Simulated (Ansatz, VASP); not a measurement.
Cu in VASP and in Ansatz

File INCAR:

```
SYSTEM = Cu
PREC = Accurate
ENCUT = 600
EDIFF = 1E-6
ISMEAR = 1
SIGMA = 0.15
LREAL = .False.
LASPH = .True.
NELM = 120
ALGO = Normal
ISIF = 2
LWAVE = .False.
LCHARG = .True.
GGA = CA
LELF = .True.
LVHAR = .True.
NBANDS = 30
GGA_COMPAT = .False.
```

KPOINTS

```
Automatic mesh
0
Gamma
  7 7 2
  0 0 0
```

File POSCAR:

```
Cu
1.0
    2.5265350172      0.0000000000      0.0000000000
   -1.2632675086      2.1880510449      0.0000000000
    0.0000000000      0.0000000000      8.2480272865
Cu
4
Direct
    0.0156800000      0.0041500000      0.9930900000
    0.3406900000      0.7000400000      0.2437600000
    0.0175900000      0.0113400000      0.4854500000
    0.6664500000      0.3445300000      0.7447600000
```

Input for Ansatz:

```yaml
crystal:
  lattice:
    - [2.5265350171849774, 0.0, 0.0]
    - [-1.2632675085924887, 2.1880510449487454, 0.0]
    - [0.0, 0.0, 8.248027286538111]
  atoms:
    - { symbol: Cu, position: [0.01568, 0.00415, 0.99309] }
    - { symbol: Cu, position: [0.34069, 0.70004, 0.24376] }
    - { symbol: Cu, position: [0.01759, 0.01134, 0.48545] }
    - { symbol: Cu, position: [0.66645, 0.34453, 0.74476] }
basis:
  ecutwfc: 540.0
  xc_grid: 2
kpoints:
  mp_grid:
    grid: [7, 7, 2]
hamiltonian:
  xc: lda
scf:
  convergence:
    dr2_threshold: 1.0e-09
  occupations:
    method: cold
    width: 0.15
output:
  forces: true
  stress: true
```

Alike in both runs: task single point; functional LDA; k mesh 7 × 7 × 2; no spin polarisation.

|  | VASP | Ansatz |
| --- | --- | --- |
| version | VASP 6.6.1 | Ansatz 0.2.0 |
| potentials or method | VASP PAW LDA potentials, release 64 (Cu), cutoff 600 eV | plane waves, PAW |
| occupations | methfessel-paxton of order 1, width 0.15 eV | cold, width 0.15 eV |
| valence electrons in the cell | 44 | 76 |

|  | VASP | Ansatz | Ansatz less VASP |
| --- | --- | --- | --- |
| pressure (GPa) | -6.6 | -7.7 | -1.08 |
| traceless stress, the component that is largest in VASP (GPa) | -0.50 | -0.56 | -0.060 |
| rms of the force components (eV/Å) | 0.203 | 0.198 | -0.0048 |

LDA's correlation is that of Perdew and Zunger in VASP and of Perdew and Wang (1992) in Ansatz. Atom by atom the forces differ by 0.006 eV/Å (rms over components). VASP's potentials hold 44 valence electrons a cell and Ansatz's 76, so a difference there can come from the potentials and not from the codes. Ansatz's warnings: stress scf threshold loose.

The k mesh is coarse, so the values compare programs but aren't converged.
